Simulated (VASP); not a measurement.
**Ir: single point with PBE**

Ir:

```
CELL_PARAMETERS angstrom
2.48219 0.00000 0.00000
0.00000 2.48219 0.00000
0.00000 0.00000 2.48219
ATOMIC_POSITIONS crystal
Ir 0.00000 0.00000 0.00000
```

This cell differs from its parent crystal: volume scaled by 0.9.

* Program: VASP 6.6.1
* Task: single point
* Functional: PBE
* Potentials or basis: VASP PAW PBE potentials, release 64 (Ir)
* Cutoff: 520 eV
* k mesh: 17 × 17 × 17
* Occupations: fermi-dirac, width 0.08 eV
* Spin: no spin polarisation

```yaml
Pressure: 33.8 GPa
```

Levels at points of the mesh, in eV from the Fermi level:
```tsv
k point	band 2	band 3	band 4	band 5	band 6	band 7	band 8	band 9
(0.00, 0.00, 0.00)	-6.86	-6.86	1.56	1.56	1.56	16.30	16.30	16.30
```

It took 11 s on 1 thread of Intel(R) Xeon(R) Platinum 8259CL CPU @ 2.50GHz (Skylake/Cascade Lake), on a shared host, peak memory 0.14 GiB.

Caveat: spin-orbit coupling is left out, which moves the levels of the heavy elements.
